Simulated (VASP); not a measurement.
Input of a VASP 6.6.1 run:

Contents of INCAR:

```
SYSTEM = InSe
  PREC = Accurate
  ENCUT = 520
  EDIFF = 1E-7
  ISMEAR = -1
  SIGMA = 0.05
  LREAL = .False.
  LASPH = .True.
  NELM = 60
  ALGO = Normal
  ISIF = 2
  LWAVE = .False.
  LCHARG = .False.
  NBANDS = 27
```

File KPOINTS:

```
regular mesh
0
Gamma
  8 8 8
  0 0 0
```

Contents of POSCAR:

```
InSe
1.0
    1.9729696595      1.1390945640      8.3259319629
   -1.9729696595      1.1390945640      8.3259319629
    0.0000000000     -2.2781891280      8.3259319629
In Se
2 2
Direct
    0.8886000000      0.8886000000      0.8886000000
    0.0000000000      0.0000000000      0.0000000000
    0.1719000000      0.1719000000      0.1719000000
    0.3835000000      0.3835000000      0.3835000000
```

Potentials or basis: VASP PAW LDA potentials, release 64 (In_d, Se).

Run with:

```sh
$ cat potpaw_LDA.64/In_d/POTCAR potpaw_LDA.64/Se/POTCAR > POTCAR
$ mpirun -np 1 vasp_std > vasp.out
```

Q: What does it give for the pressure?

A: 0.8 GPa.

Q: Estimate the band gap on the k mesh.

A: 0.34 eV.

Q: What does it give for the largest force?

A: 0.427 eV/Å.

Stress tensor (GPa, compression positive):
```
 1.32  0.00  0.00
 0.00  1.32  0.00
 0.00  0.00 -0.19
```

Caveat: semilocal functionals underestimate gaps, and a narrow one can read as zero; spin-orbit coupling is left out, which moves the levels of the heavy elements.

**The experiment to reproduce.**

From “The Interaction of Hydrogen with the van der Waals Crystal γ-InSe”, 2020, pmc:7321205, for a bulk crystal of InSe at 300 K: band gap 1.25 eV.

Measured gap of InSe: 1.25 eV (300 K; “The Interaction of Hydrogen with the van der Waals Crystal γ-InSe”, 2020, pmc:7321205). This calculation gives 0.34 eV (-0.91 eV). Spin-orbit coupling on In, Se is left out. The value is that of LDA on a finite k mesh, which can miss the band edges, without temperature or zero-point motion. Semilocal functionals fall short of measured gaps as a rule.
